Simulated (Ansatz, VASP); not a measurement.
**One calculation of CsBr, two programs**

```
CELL_PARAMETERS angstrom
4.32562 0.00000 0.00000
0.00000 4.32562 0.00000
0.00000 0.00000 4.32562
ATOMIC_POSITIONS crystal
Cs 0.00000 0.00000 0.00000
Br 0.50000 0.50000 0.50000
```

Alike in both runs: task relaxation of cell and atoms; functional PBE; k mesh 6 × 6 × 6; occupations gaussian, width 0.02 eV; no spin polarisation.

|  | VASP | Ansatz |
| --- | --- | --- |
| version | VASP 6.6.1 | Ansatz 0.2.0 |
| potentials or method | VASP PAW PBE potentials, release 64 (Cs_sv, Br), cutoff 500 eV | scalar-relativistic, plane waves, PAW |
| valence electrons in the cell | 16 | 16 |

|  | VASP | Ansatz | Ansatz less VASP |
| --- | --- | --- | --- |
| gap on the k mesh at the Fermi level, each at its own relaxed structure (eV) | 4.23 | 4.26 | +0.028 |
| relaxed volume (Å³/atom) | 42.40 | 42.20 | -0.202 |
| relaxed cell length with the largest relative difference (Å) | 4.393 | 4.387 | -0.0070 |

Spin-orbit coupling is off throughout.
